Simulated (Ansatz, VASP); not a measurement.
## Two plane-wave programs on BP

```
B P
1.0
     2.71650    0.00000    0.00000
     0.00000    2.71650    0.00000
     0.00000    0.00000    2.71650
B P
1 1
Direct
  0.00000 0.00000 0.00000
  0.50000 0.50000 0.50000
```

Change from the starting cell: species swapped into the BePd type (Pm-3m, No. 221).

Alike in both runs: functional PBE; k mesh 20 × 20 × 20; occupations gaussian, width 0.1 eV; no spin polarisation.

Ansatz relaxed the structure, and its values are those at the end. VASP's run is a single point on that final structure, the one shown.

|  | VASP | Ansatz |
| --- | --- | --- |
| version | VASP 6.6.1 | Ansatz 0.2.0 |
| potentials or method | VASP PAW PBE potentials, release 64 (B, P), cutoff 520 eV | scalar-relativistic, plane waves, PAW |
| valence electrons in the cell | 8 | 8 |

Ansatz gave:

```
gap on the k mesh at the Fermi level (eV) : none
pressure (GPa)                            : 0.0
```

Problem. What did VASP give for the same quantities?

Solution. gap on the k mesh at the Fermi level (eV): none; pressure (GPa): -0.2.

A gap of «none» marks a metal or a gap that the smearing closes. With one functional, cell and mesh, what is left measures potentials, basis and numerics.
